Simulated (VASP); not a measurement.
Set up this calculation in VASP 6.6.1, as the native input.

| Item | Value |
| --- | --- |
| Task | single point |
| Functional | PBEsol |
| Potentials or basis | VASP PAW PBE potentials, release 64 (Ge_d, Sn_d) |
| Cutoff | 550 eV |
| k mesh | 1 × 1 × 1, shifted |
| Occupations | fermi-dirac, width 0.05 eV |
| Spin | no spin polarisation |
| Dipole correction | no |
| Further INCAR settings | LREAL = Auto; ALGO = Normal; EDIFF = 1e-06; NBANDS = 486; ISYM = -1 |

The structure of SnGe7 lies in POSCAR:

```
SnGe7
1.0
   11.5688227816      0.0000000000      0.0000000000
    0.0000000000     11.5688227816      0.0000000000
    0.0000000000      0.0000000000     11.5688227816
Ge Sn
56 8
Direct
    0.0064080000      0.9966090000      0.0098320000
    0.0130130000      0.0005480000      0.4979410000
    0.9992900000      0.4980720000      0.0012860000
    0.9896660000      0.4945720000      0.4895630000
    0.4980360000      0.0017260000      0.9978490000
    0.5024700000      0.0004460000      0.5003780000
    0.4999310000      0.5000150000      0.5021520000
    0.1274660000      0.1267870000      0.1251670000
    0.1257890000      0.1219880000      0.6312040000
    0.1251540000      0.6262070000      0.1238480000
    0.6228310000      0.1250510000      0.1240980000
    0.6174940000      0.1282020000      0.6251430000
    0.6376430000      0.6245700000      0.1270290000
    0.6240680000      0.6242690000      0.6244400000
    0.2494870000      0.2473750000      0.9994550000
    0.2502960000      0.7515240000      0.0006650000
    0.2569630000      0.7540130000      0.4939930000
    0.7459400000      0.2548080000      0.0057850000
    0.7427220000      0.2547920000      0.5064190000
    0.7509230000      0.7499090000      0.0002310000
    0.7437620000      0.7424950000      0.4925530000
    0.3687280000      0.3689790000      0.1316280000
    0.3849240000      0.3789720000      0.6336980000
    0.3702470000      0.8806440000      0.1184430000
    0.3769000000      0.8777330000      0.6238730000
    0.8755500000      0.3761560000      0.1243790000
    0.8744290000      0.3764570000      0.6232980000
    0.8762600000      0.8718260000      0.1254900000
    0.2504630000      0.0016200000      0.2463050000
    0.2533850000      0.0011770000      0.7529800000
    0.2462200000      0.5007220000      0.2498800000
    0.2577080000      0.4942670000      0.7568110000
    0.7461990000      0.9953100000      0.2440700000
    0.7334590000      0.0018160000      0.7488610000
    0.7532700000      0.4970590000      0.2508540000
    0.7507350000      0.4990690000      0.7483300000
    0.3815520000      0.1176700000      0.3700580000
    0.3767170000      0.1272780000      0.8747240000
    0.3720880000      0.6187520000      0.3778470000
    0.3704870000      0.6330720000      0.8708480000
    0.8722390000      0.6243360000      0.3712380000
    0.8681480000      0.6173340000      0.8833320000
    0.0044970000      0.2554440000      0.2396190000
    0.0043100000      0.2555590000      0.7454660000
    0.0002900000      0.7490100000      0.2507890000
    0.5004550000      0.2471450000      0.2508200000
    0.5009480000      0.2490130000      0.7518020000
    0.4986900000      0.7510730000      0.7471830000
    0.1177050000      0.3793220000      0.3667350000
    0.1270420000      0.3746390000      0.8770990000
    0.1306980000      0.8750490000      0.3709080000
    0.1347760000      0.8832420000      0.8858370000
    0.6230240000      0.3765050000      0.3757690000
    0.6295910000      0.3700100000      0.8694030000
    0.6283610000      0.8790770000      0.3790680000
    0.6205740000      0.8730100000      0.8764440000
    0.4994360000      0.5001450000      0.9995800000
    0.1295350000      0.6160530000      0.6183170000
    0.2528270000      0.2523330000      0.4988990000
    0.8678980000      0.8785340000      0.6187450000
    0.8765460000      0.1288190000      0.3728280000
    0.8752210000      0.1243380000      0.8769270000
    0.0012790000      0.7507380000      0.7643210000
    0.4995920000      0.7510150000      0.2492260000
```

These files were run (other wordings do the same):

INCAR

```
PREC = Accurate
ENCUT = 550
EDIFF = 1E-6
ISMEAR = -1
SIGMA = 0.05
LREAL = Auto
LASPH = T
NELM = 120
ALGO = Normal
ISIF = 2
LWAVE = F
LCHARG = F
GGA = PS
ISYM = -1
NBANDS = 486
GGA_COMPAT = F
KPAR = 1
```

KPOINTS

```
explicit points
1
Reciprocal
  0.25000000   0.25000000   0.25000000 1
```

Potentials or basis: VASP PAW PBE potentials, release 64 (Ge_d, Sn_d).

Run with:

```sh
$ cat potpaw_PBE.64/Ge_d/POTCAR potpaw_PBE.64/Sn_d/POTCAR > POTCAR
$ mpirun -np 4 vasp_std > vasp.out
```

Results of the run:

```
Pressure      : 0.0 GPa
Largest force : 0.017 eV/Å
```

Caveat: the PAW data sets were made with another functional, which shifts forces and pressure a little.

It took 11 min on 4 MPI ranks on Intel(R) Xeon(R) Platinum 8259CL CPU @ 2.50GHz (Skylake/Cascade Lake) (shared host), peak memory 0.66 GiB a rank.
